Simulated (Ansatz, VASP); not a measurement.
LiSi2N2: VASP beside Ansatz

```
Li Si N
1.0
     2.62599   -3.60483    0.00000
     2.62599    3.60483    0.00000
     0.00000    0.00000    2.65495
Li Si N
1 2 2
Direct
  0.50000 0.50000 0.00000
  0.16724 0.83276 0.00000
  0.83276 0.16724 0.00000
  0.00000 0.50000 0.50000
  0.50000 0.00000 0.50000
```

Alike in both runs: functional PBE; k mesh 10 × 10 × 14; occupations gaussian, width 0.1 eV; no spin polarisation.

Ansatz relaxed the structure, and its values are those at the end. VASP's run is a single point on that final structure, the one shown.

|  | VASP | Ansatz |
| --- | --- | --- |
| version | VASP 6.6.1 | Ansatz 0.2.0 |
| potentials or method | VASP PAW PBE potentials, release 64 (Li_sv, Si, N), cutoff 750 eV | scalar-relativistic, plane waves, PAW |
| valence electrons in the cell | 21 | 21 |

|  | VASP | Ansatz | Ansatz less VASP |
| --- | --- | --- | --- |
| gap on the k mesh at the Fermi level (eV) | none | none | - |
| pressure (GPa) | -0.1 | 0.0 | +0.14 |
| rms of the force components (eV/Å) | 0.005 | 0.000 | -0.0051 |

A gap of «none» marks a metal or a gap that the smearing closes.
